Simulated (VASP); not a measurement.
# Mo (Cmmm) in VASP: a series of runs

Runs on Mo. Level: PBEsol. Tasks: single point.

Program: VASP 6.6.1. These are calculated values, not measurements. Logs are shortened: lines on timing, memory, paths and dates and some standing lists are left out, and cuts for length are marked.

## 1. The cell of the first run

It takes space group Cmmm (No. 65, orthorhombic). Conventional cell: a = 2.736 Å, b = 5.093 Å, c = 2.555 Å, α = 90.00°, β = 90.00°, γ = 90.00°. Mo (site symmetry mmm) has 8 Mo at 2.56 to 2.89 Å within 3.4 Å.

## 2. Single point, PBEsol (strain +0.0750 x Voigt [0, 1, 0, 0, 0, 0])

INCAR reads:

```
SYSTEM = Mo
ALGO = Fast
EDIFF = 1E-6
ENCUT = 520
GGA = PS
ISIF = 2
ISMEAR = 0
LASPH = .TRUE.
LCHARG = .FALSE.
LREAL = .FALSE.
LWAVE = .FALSE.
NBANDS = 13
NELM = 100
PREC = Accurate
SIGMA = 0.15
```

KPOINTS reads:

```
k-points
0
G
  18 18 18
  0 0 0
```

POSCAR reads:

```
Mo
1.0
    2.7355103972      0.0000000000      0.0000000000
   -1.3677551986      2.5466981085      0.0000000000
    0.0000000000      0.0000000000      2.5551807000
Mo
1
Direct
    0.0000000000      0.0000000000      0.5000000000
```

Potentials or basis: VASP PAW PBE potentials, release 64 (Mo_sv).

Started as:

```console
cat potpaw_PBE.64/Mo_sv/POTCAR > POTCAR
mpirun -np 1 vasp_std > vasp.out
```

OUTCAR:

```text
SYSTEM = Mo
   EDIFF = 1E-6
   ENCUT = 520
   GGA = PS
   ISIF = 2
   ISMEAR = 0
   LASPH = .TRUE.
   LREAL = .FALSE.
   NELM = 100
   PREC = Accurate

 ion  position               nearest neighbor table
   1  0.000  0.000  0.500-

  LATTYP: Found a base centered orthorhombic cell.
 ALAT       =     2.7355103972
 B/A-ratio  =     1.8619546181
 C/A-ratio  =     0.9340782264

  Lattice vectors:

 A1 = (   1.3677551986,  -2.5466981085,   0.0000000000)
 A2 = (   1.3677551986,   2.5466981085,   0.0000000000)
 A3 = (   0.0000000000,   0.0000000000,   2.5551807000)

Analysis of symmetry for initial positions (statically):
=====================================================================
 Subroutine PRICEL returns:
 Original cell was already a primitive cell.

 Routine SETGRP: Setting up the symmetry group for a
 base centered orthorhombic supercell.

 Subroutine GETGRP returns: Found  8 space group operations
 (whereof  8 operations were pure point group operations)
 out of a pool of  8 trial point group operations.

The static configuration has the point symmetry D_2h.

Analysis of symmetry for dynamics (positions and initial velocities):
=====================================================================
 Subroutine PRICEL returns:
 Original cell was already a primitive cell.

 Routine SETGRP: Setting up the symmetry group for a
 base centered orthorhombic supercell.

 Subroutine GETGRP returns: Found  8 space group operations
 (whereof  8 operations were pure point group operations)
 out of a pool of  8 trial point group operations.

The dynamic configuration has the point symmetry D_2h.

 Subroutine INISYM returns: Found  8 space group operations
 (whereof  8 operations are pure point group operations),
 and found     1 'primitive' translations

----------------------------------------------------------------------------------------

                                     Primitive cell

  volume of cell :      17.8007

  direct lattice vectors                    reciprocal lattice vectors
     2.735510397  0.000000000  0.000000000     0.365562493  0.196332655  0.000000000
    -1.367755199  2.546698108  0.000000000     0.000000000  0.392665309  0.000000000
     0.000000000  0.000000000  2.555180700     0.000000000  0.000000000  0.391361754

  length of vectors
     2.735510397  2.890748266  2.555180700     0.414948729  0.392665309  0.391361754

  position of ions in fractional coordinates (direct lattice)
     0.000000000  0.000000000  0.500000000

  ion indices of the primitive-cell ions
   primitive index   ion index
                 1           1

----------------------------------------------------------------------------------------

 KPOINTS: k-points

Automatic generation of k-mesh.
 Grid dimensions read from file:
 generate k-points for:   18   18   18

 Generating k-lattice:

  Cartesian coordinates                     Fractional coordinates (reciprocal lattice)
     0.020309027  0.010907370  0.000000000     0.055555556  0.000000000  0.000000000
     0.000000000  0.021814739  0.000000000     0.000000000  0.055555556  0.000000000
     0.000000000  0.000000000  0.021742320     0.000000000  0.000000000  0.055555556

  Length of vectors
     0.023052707  0.021814739  0.021742320

  Shift w.r.t. Gamma in fractional coordinates (k-lattice)
     0.000000000  0.000000000  0.000000000

 Subroutine IBZKPT returns following result:
 ===========================================

 Found    910 irreducible k-points:

 Following reciprocal coordinates:
            Coordinates               Weight
  0.000000  0.000000  0.000000      1.000000
  0.055556  0.000000  0.000000      4.000000
  0.111111  0.000000  0.000000      4.000000
  0.166667 -0.000000  0.000000      4.000000
  0.222222 -0.000000  0.000000      4.000000
  0.277778 -0.000000  0.000000      4.000000
[... 16 lines left out ...]
 -0.333333  0.055556  0.000000      4.000000
 -0.277778  0.055556  0.000000      4.000000
 [... further k-points ...]
   k-points           NKPTS =    910   k-points in BZ     NKDIM =    910   number of bands    NBANDS=     13
   number of dos      NEDOS =    301   number of ions     NIONS =      1
   total plane-waves  NPLWV =   9600
   dimension x,y,z NGX =    20 NGY =   24 NGZ =   20
   dimension x,y,z NGXF=    40 NGYF=   48 NGZF=   40
   ions per type =               1
   NGX,Y,Z   is equivalent  to a cutoff of  12.15, 13.80, 13.01 a.u.
   NGXF,Y,Z  is equivalent  to a cutoff of  24.31, 27.60, 26.02 a.u.
 SYSTEM =  Mo
   PREC   = accura    normal or accurate (medium, high low for compatibility)
   ISTART =      0    job   : 0-new  1-cont  2-samecut
   ICHARG =      2    charge: 1-file 2-atom 10-const
   ISPIN  =      1    spin polarized calculation?
   LNONCOLLINEAR =      F non collinear calculations
   LSORBIT =      F    spin-orbit coupling
   LASPH  =      T    aspherical Exc in radial PAW
   ENCUT  =  520.0 eV  38.22 Ry    6.18 a.u.   5.09  5.37  4.75*2*pi/ulx,y,z
   NELM   =    100;   NELMIN=  2; NELMDL= -5     # of ELM steps
   EDIFF  = 0.1E-05   stopping-criterion for ELM
   LREAL  =      F    real-space projection
   EDIFFG = 0.1E-04   stopping-criterion for IOM
   NSW    =      0    number of steps for IOM
   IBRION =     -1    ionic relax: 0-MD 1-quasi-New 2-CG
   NFREE  =      0    steps in history (QN), initial steepest desc. (CG)
   ISIF   =      2    stress and relaxation
   ISYM   =      2    0-nonsym 1-usesym 2-fastsym
   POTIM  = 0.5000    time-step for ionic-motion
   TEBEG  =    0.0;   TEEND  =   0.0 temperature during run
   PSTRESS=    0.0 pullay stress
   NELECT =      14.0000    total number of electrons
   NUPDOWN=      -1.0000    fix difference up-down
   EMIN   =  10.00;   EMAX   =-10.00  energy-range for DOS
   EFERMI =   0.00;   METHOD = LEGACY
   ISMEAR =     0;   SIGMA  =   0.15  broadening in eV -4-tet -1-fermi 0-gaus
   EFERMI_NEDOS =   21; number of points for ismear=-14 and -15
   IALGO  =     68    algorithm
   IMIX   =      4    mixing-type and parameters
     AMIX     =   0.40;   BMIX     =  1.00
     AMIX_MAG =   1.60;   BMIX_MAG =  1.00
  volume/ion in A,a.u.               =      17.80       120.13
  Fermi-wavevector in a.u.,A,eV,Ry     =   1.511141  2.855643 31.069550  2.283547
  Thomas-Fermi vector in A             =   2.621238
   LORBIT       =      0    0 simple, 1 ext, 2 COOP (PROOUT), +10 PAW based schemes
   GGA     = PS    functional components
   LHFCALC =     F    Hartree Fock is set to
   AEXX    =    0.0000 exact exchange contribution
   IVDW    =     0    specifies the selected vdW correction
   LEPSILON=     F    determine dielectric tensor
   LRPA    =     F    only Hartree local field effects (RPA)
 non-spin polarized calculation
 RMM-DIIS sequential band-by-band and
 Gauss-broadening in eV      SIGMA  =   0.15
  energy-cutoff  :      520.00
  volume of cell :       17.80
 maximum number of plane-waves:       499
   NGX = 11   NGY = 11   NGZ =  9

 number of electron      13.9999998 magnetization

 Free energy of the ion-electron system (eV)
  ---------------------------------------------------
  ext. energy  EPLUGINS =         0.00000000
  ---------------------------------------------------
  free energy    TOTEN  =       -10.80622160 eV

  energy without entropy =      -10.79499374  energy(sigma->0) =      -10.80060767

 E-fermi :  10.3238     XC(G=0): -12.7184

 val. band max:       10.3232572586   @ k =  -0.3889   0.1667   0.3333
 cond. band min:      10.3245404780   @ k =   0.0556   0.0000   0.1667
 fundamental gap:      0.0012832194
 Fermi energy:        10.3238063527

 k-point     1 :       0.0000    0.0000    0.0000
  band No.  band energies     occupation
      1     -50.5968      2.00000
      2     -24.1703      2.00000
      3     -24.0203      2.00000
      4     -23.8242      2.00000
      5       3.8011      2.00000
      6       6.3394      2.00000
      7       8.8340      2.00000
      8      10.2198      1.67321
      9      14.0754      0.00000
     10      14.3538      0.00000
     11      23.0074      0.00000
     12      26.4271      0.00000
     13      28.9849      0.00000

 k-point     2 :       0.0556    0.0000    0.0000
  band No.  band energies     occupation
      1     -50.5917      2.00000
      2     -24.1811      2.00000
      3     -24.0526      2.00000
      4     -23.8206      2.00000
      5       3.9151      2.00000
      6       6.3847      2.00000
      7       8.8984      2.00000
      8      10.1301      1.93219
      9      14.0404      0.00000
     10      14.2624      0.00000
     11      23.2784      0.00000
     12      26.6456      0.00000
     13      28.6688      0.00000

 k-point     3 :       0.1111    0.0000    0.0000
  band No.  band energies     occupation
      1     -50.5771      2.00000
      2     -24.2242      2.00000
      3     -24.1328      2.00000
      4     -23.8104      2.00000
      5       4.2411      2.00000
      6       6.5169      2.00000
      7       9.0060      2.00000
      8       9.9962      1.99799
      9      13.8607      0.00000
     10      14.0945      0.00000
     11      24.0144      0.00000
     12      27.2659      0.00000
     13      27.7586      0.00000

 k-point     4 :       0.1667   -0.0000    0.0000
  band No.  band energies     occupation
      1     -50.5546      2.00000
      2     -24.3439      2.00000
      3     -24.1996      2.00000
      4     -23.7946      2.00000
      5       4.7283      2.00000
      6       6.7181      2.00000
      7       8.9074      2.00000
      8      10.1930      1.78241
      9      13.4761      0.00000
     10      13.9855      0.00000
     11      24.9117      0.00000
     12      26.5522      0.00000
     13      27.7222      0.00000

 k-point     5 :       0.2222   -0.0000    0.0000
  band No.  band energies     occupation
      1     -50.5269      2.00000
      2     -24.5215      2.00000
      3     -24.2472      2.00000
      4     -23.7752      2.00000
      5       5.2823      2.00000
      6       6.9213      2.00000
      7       8.7449      2.00000
      8      10.7666      0.00003
      9      13.0226      0.00000
     10      13.8842      0.00000
     11      24.5495      0.00000
     12      26.1453      0.00000
     13      27.1644      0.00000
[... 257 lines left out ...]
 k-point    22 :      -0.3889    0.0556    0.0000
  band No.  band energies     occupation
      1     -50.4524      2.00000
      2     -24.9926      2.00000
      3     -24.3520      2.00000
      4     -23.7233      2.00000
      5       6.1379      2.00000
      6       7.0804      2.00000
      7       9.6921      2.00000
      8      11.9994      0.00000
      9      13.1086      0.00000
     10      13.6385      0.00000
     11      21.2806      0.00000
     12      23.5782      0.00000
     13      28.3072      0.00000

 k-point    23 :      -0.3333    0.0556    0.0000
  band No.  band energies     occupation
      1     -50.4771      2.00000
      2     -24.8406      2.00000
      3     -24.3130      2.00000
      4     -23.7406      2.00000
      5       6.0360      2.00000
      6       7.0396      2.00000
      7       8.9941      2.00000
      8      12.1702      0.00000
      9      12.3177      0.00000
     10      13.7299      0.00000
     11      22.5200      0.00000
     12      24.6091      0.00000
     13      28.4226      0.00000

 k-point    24 :      -0.2778    0.0556    0.0000
  band No.  band energies     occupation
      1     -50.5058      2.00000
      2     -24.6584      2.00000
      3     -24.2712      2.00000
      4     -23.7605      2.00000
      5       5.6414      2.00000
      6       7.0427      2.00000
      7       8.6588      2.00000
      8      11.2356      0.00000
      9      12.7181      0.00000
     10      13.8290      0.00000
     11      23.8751      0.00000
     12      25.6396      0.00000
     13      27.7757      0.00000

 [... further k-points ...]

------------------------ aborting loop because EDIFF is reached ----------------------------------------

  FORCE on cell =-STRESS in cart. coord.  units (eV):
  Direction    XX          YY          ZZ          XY          YZ          ZX
  --------------------------------------------------------------------------------------
  -------------------------------------------------------------------------------------
  Total       -2.0702803     -1.6540613     -1.6268603     -0.0000000      0.0000000      0.0000000
  in kB     -186.3383641   -148.8760121   -146.4277543     -0.0000000      0.0000000      0.0000000
  external PRESSURE =    -160.5473768 kB  Pullay stress =       0.0000000 kB

 VOLUME and BASIS-vectors are now :
 -----------------------------------------------------------------------------
  energy-cutoff  :      520.00
  volume of cell :       17.80
      direct lattice vectors                 reciprocal lattice vectors
     2.735510397  0.000000000  0.000000000     0.365562493  0.196332655  0.000000000
    -1.367755199  2.546698108  0.000000000     0.000000000  0.392665309  0.000000000
     0.000000000  0.000000000  2.555180700     0.000000000  0.000000000  0.391361754

 POSITION                                       TOTAL-FORCE (eV/Angst)
 -----------------------------------------------------------------------------------
      0.00000      0.00000      1.27759         0.000000      0.000000      0.000000
 -----------------------------------------------------------------------------------
    total drift:                                0.000000      0.000000     -0.000000

  FREE ENERGIE OF THE ION-ELECTRON SYSTEM (eV)
  ---------------------------------------------------
  free  energy   TOTEN  =       -10.8062215961 eV

  energy  without entropy=      -10.7949937430  energy(sigma->0) =      -10.80060767
```

Run time: 2.3 min. Hardware: 1 thread of Intel Xeon 8259CL, shared host; peak memory 0.3 GiB.

Results:

```
Free energy            : -10.8062 eV
Pressure               : -16.1 GPa
Band gap on the k mesh : zero (bands 7 and 8 overlap by 1.75 eV)
```

Levels at points of the mesh, in eV from the Fermi level:
```tsv
k point	band 5	band 6	band 7	band 8	band 9	band 10
(0.00, 0.00, 0.00)	-6.52	-3.98	-1.49	-0.10	3.75	4.03
(0.50, 0.00, 0.00)	-4.46	-3.02	1.00	1.34	3.23	3.76
(0.00, 0.50, 0.00)	-4.44	-3.28	0.31	1.47	3.64	3.64
(0.00, 0.00, 0.50)	-3.31	-0.57	0.19	0.29	0.66	0.72
(0.50, 0.00, 0.50)	-4.86	-2.80	-0.87	4.11	5.91	6.50
(0.00, 0.50, 0.50)	-4.84	-2.88	-0.16	4.03	5.50	6.03
```

Caveat: the cell differs from its parent crystal (strain +0.0750 x Voigt [0, 1, 0, 0, 0, 0]); the cell stands under tension; the PAW data sets were made with another functional, which shifts forces and pressure a little.

## 3. Single point, PBEsol (strain +0.0875 x Voigt [0, 1, 0, 0, 0, 0])

INCAR reads:

```
ALGO = Fast ; EDIFF = 1E-6
ENCUT = 520 ; GGA = PS
ISIF = 2 ; ISMEAR = 0
LASPH = T ; LCHARG = F
LREAL = F ; LWAVE = F
NBANDS = 13 ; NELM = 60
PREC = Accurate ; SIGMA = 0.15
```

KPOINTS reads:

```
k-points
0
Gamma
  18 18 18
```

POSCAR reads:

```
Mo
1.0
    2.7355103972      0.0000000000      0.0000000000
   -1.3677551986      2.5763108772      0.0000000000
    0.0000000000      0.0000000000      2.5551807000
Mo
1
Direct
    0.0000000000      0.0000000000      0.5000000000
```

Potentials or basis: VASP PAW PBE potentials, release 64 (Mo_sv).

Started as:

```console
cat potpaw_PBE.64/Mo_sv/POTCAR > POTCAR
mpirun -np 1 vasp_std > vasp.out
```

Wall time 2.3 min (1 thread of Intel Xeon 8259CL, shared host); peak memory 0.3 GiB.

Results (log left out):

```yaml
Free_energy: -10.7858 eV
Pressure: -17.6 GPa
Band_gap_on_the_k_mesh: zero (bands 7 and 8 overlap by 1.78 eV)
```

Stress tensor (GPa, compression positive):
```
-20.57   0.00   0.00
  0.00 -16.75   0.00
  0.00   0.00 -15.53
```

Levels at points of the mesh, in eV from the Fermi level:
| k point | band 3 | band 4 | band 5 | band 6 | band 7 | band 8 | band 9 | band 10 | band 11 | band 12 |
| --- | --- | --- | --- | --- | --- | --- | --- | --- | --- | --- |
| (0.00, 0.00, 0.00) | -34.36 | -34.14 | -6.47 | -3.94 | -1.57 | 0.01 | 3.70 | 4.02 | 12.61 | 16.16 |
| (0.50, 0.00, 0.00) | -34.73 | -34.03 | -4.39 | -3.01 | 1.00 | 1.38 | 3.21 | 3.64 | 9.26 | 11.72 |
| (0.00, 0.50, 0.00) | -34.51 | -34.07 | -4.38 | -3.30 | 0.21 | 1.53 | 3.53 | 3.66 | 7.97 | 13.73 |
| (0.00, 0.00, 0.50) | -34.36 | -34.20 | -3.24 | -0.64 | 0.10 | 0.33 | 0.64 | 0.82 | 9.92 | 16.08 |
| (0.50, 0.00, 0.50) | -35.23 | -34.55 | -4.80 | -2.71 | -0.92 | 3.99 | 5.90 | 6.53 | 6.97 | 15.27 |
| (0.00, 0.50, 0.50) | -35.10 | -34.34 | -4.77 | -2.81 | -0.12 | 3.93 | 5.40 | 5.96 | 6.01 | 15.25 |

Caveat: the cell differs from its parent crystal (strain +0.0875 x Voigt [0, 1, 0, 0, 0, 0]); the stress differs along the axes, from -21 to -16 GPa; the PAW data sets were made with another functional, which shifts forces and pressure a little.

## 4. Single point, PBEsol (strain +0.1000 x Voigt [0, 1, 0, 0, 0, 0])

INCAR reads:

```
SYSTEM = Mo
PREC     = Accurate       ! precision mode
ENCUT    = 520            ! plane-wave cutoff, eV
EDIFF    = 1E-6           ! SCF threshold, eV
ISMEAR   = 0              ! smearing method
SIGMA    = 0.15           ! smearing width, eV
LREAL    = .FALSE.        ! projectors in reciprocal space
LASPH    = .TRUE.         ! aspherical terms in the spheres
NELM     = 100            ! most SCF steps
ALGO     = Fast           ! electronic algorithm
ISIF     = 2              ! what is computed and relaxed
LWAVE    = .FALSE.        ! write WAVECAR
LCHARG   = .FALSE.        ! write CHGCAR
GGA      = PS             ! functional
NBANDS   = 13             ! bands
```

KPOINTS reads:

```
Automatic mesh
0
G
  18 18 18
  0 0 0
```

POSCAR reads:

```
Mo
1.0
    2.7355103972      0.0000000000      0.0000000000
   -1.3677551986      2.6059236459      0.0000000000
    0.0000000000      0.0000000000      2.5551807000
Mo
1
Direct
    0.0000000000      0.0000000000      0.5000000000
```

Started as:

```console
cat potpaw_PBE.64/Mo_sv/POTCAR > POTCAR
mpirun -np 1 vasp_std > vasp.out
```

Wall time 2.3 min (1 thread of Intel Xeon 8259CL, shared host); peak memory 0.3 GiB.

The run converged. Its results:

- Free energy: -10.7630 eV
- Pressure: -19.0 GPa
- Band gap on the k mesh: zero (bands 7 and 8 overlap by 1.81 eV)

Stress tensor (GPa, compression positive):
```
-22.18   0.00   0.00
  0.00 -18.60   0.00
  0.00   0.00 -16.37
```

Levels at points of the mesh, in eV from the Fermi level:
| k point | band 3 | band 4 | band 5 | band 6 | band 7 | band 8 | band 9 | band 10 | band 11 | band 12 |
| --- | --- | --- | --- | --- | --- | --- | --- | --- | --- | --- |
| (0.00, 0.00, 0.00) | -34.37 | -34.14 | -6.42 | -3.90 | -1.64 | 0.11 | 3.65 | 4.01 | 12.54 | 16.22 |
| (0.50, 0.00, 0.00) | -34.75 | -34.03 | -4.31 | -2.99 | 1.00 | 1.42 | 3.19 | 3.51 | 9.17 | 11.50 |
| (0.00, 0.50, 0.00) | -34.51 | -34.07 | -4.33 | -3.31 | 0.11 | 1.60 | 3.43 | 3.68 | 7.69 | 13.77 |
| (0.00, 0.00, 0.50) | -34.39 | -34.21 | -3.18 | -0.69 | 0.00 | 0.38 | 0.62 | 0.93 | 9.89 | 16.07 |
| (0.50, 0.00, 0.50) | -35.22 | -34.56 | -4.74 | -2.62 | -0.97 | 3.87 | 5.90 | 6.55 | 6.95 | 15.14 |
| (0.00, 0.50, 0.50) | -35.07 | -34.33 | -4.69 | -2.75 | -0.08 | 3.84 | 5.31 | 5.88 | 5.90 | 15.04 |

Caveat: the cell differs from its parent crystal (strain +0.1000 x Voigt [0, 1, 0, 0, 0, 0]); the stress differs along the axes, from -22 to -16 GPa; the PAW data sets were made with another functional, which shifts forces and pressure a little.

## 5. The runs side by side

| cell | gap on the mesh (eV) | pressure (GPa) |
| --- | --- | --- |
| a = 2.736, b = 2.891, c = 2.555 Å, angles 90.0, 90.0, 118.2°, 1 atom | none | -16.1 |
| a = 2.736, b = 2.917, c = 2.555 Å, angles 90.0, 90.0, 118.0°, 1 atom | none | -17.6 |
| a = 2.736, b = 2.943, c = 2.555 Å, angles 90.0, 90.0, 117.7°, 1 atom | none | -19.0 |

Alike in all rows: task single point; level PBEsol; potentials or basis VASP PAW PBE potentials, release 64 (Mo_sv); no spin polarisation; k mesh 18 × 18 × 18; cutoff (eV) 520; smearing gaussian 0.15 eV.

Caveats: the PAW data sets were made with another functional, which shifts forces and pressure a little; the cell stands under tension (at least some runs); the stress differs along the axes, from -21 to -16 GPa (at least some runs); the stress differs along the axes, from -22 to -16 GPa (at least some runs).

Total energies depend on the potentials used, so only differences within one code and one set of settings carry meaning.
